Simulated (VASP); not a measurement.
Here is a VASP 6.6.1 calculation.

The input INCAR:

```
SYSTEM = BP
ALGO = Normal ; EDIFF = 1E-6
ENCUT = 520 ; GGA = PE
ISIF = 2 ; ISMEAR = 0
LASPH = .TRUE. ; LCHARG = .FALSE.
LREAL = .FALSE. ; LWAVE = .FALSE.
NBANDS = 11 ; NELM = 60
PREC = Accurate ; SIGMA = 0.013000000000000001
```

Contents of KPOINTS:

```
k-points
0
G
  10 10 10
  0 0 0
```

The input POSCAR:

```
BP
1.0
    0.0000000000      2.2690000000      2.2690000000
    2.2690000000      0.0000000000      2.2690000000
    2.2690000000      2.2690000000      0.0000000000
P B
1 1
Direct
    0.7500000000      0.7500000000      0.7500000000
    0.0000000000      0.0000000000      0.0000000000
```

Potentials or basis: VASP PAW PBE potentials, release 64 (P, B).

Run with:

```sh
$ cat potpaw_PBE.64/P/POTCAR potpaw_PBE.64/B/POTCAR > POTCAR
$ mpirun -np 1 vasp_std > vasp.out
```

Q: Predict the band gap on the k mesh.

A: 1.24 eV, indirect (least direct gap 3.40 eV).

Q: What does it give for the pressure?

A: 0.9 GPa.

A k mesh can miss the band edges.
